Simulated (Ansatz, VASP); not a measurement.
## B3As in VASP and in Ansatz

```
B As
1.0
     3.42929    0.00000    0.00000
    -1.71465    2.96985    0.00000
     0.00000    0.00000    4.00819
B As
3 1
Direct
  0.50005 0.00000 0.00000
  0.00000 0.50005 0.00000
  0.49995 0.49995 0.00000
  0.00000 0.00000 0.50000
```

Alike in both runs: functional PBE; k mesh 6 × 6 × 4; occupations gaussian, width 0.1 eV; no spin polarisation.

Ansatz relaxed the structure, and its values are those at the end. VASP's run is a single point on that final structure, the one shown.

```csv
,VASP,Ansatz
version,VASP 6.6.1,Ansatz 0.2.0
potentials or method,"VASP PAW PBE potentials, release 64 (B, As), cutoff 520 eV","scalar-relativistic, plane waves, PAW"
valence electrons in the cell,14,24
```

Ansatz gave:

* gap on the k mesh at the Fermi level (eV): none
* pressure (GPa): -0.2

Estimate VASP's values.

gap on the k mesh at the Fermi level (eV): none; pressure (GPa): -0.1.

A gap of «none» marks a metal or a gap that the smearing closes. VASP's potentials hold 14 valence electrons a cell and Ansatz's 24, so a difference there can come from the potentials and not from the codes.

The k mesh is coarse, so the values compare programs but aren't converged.
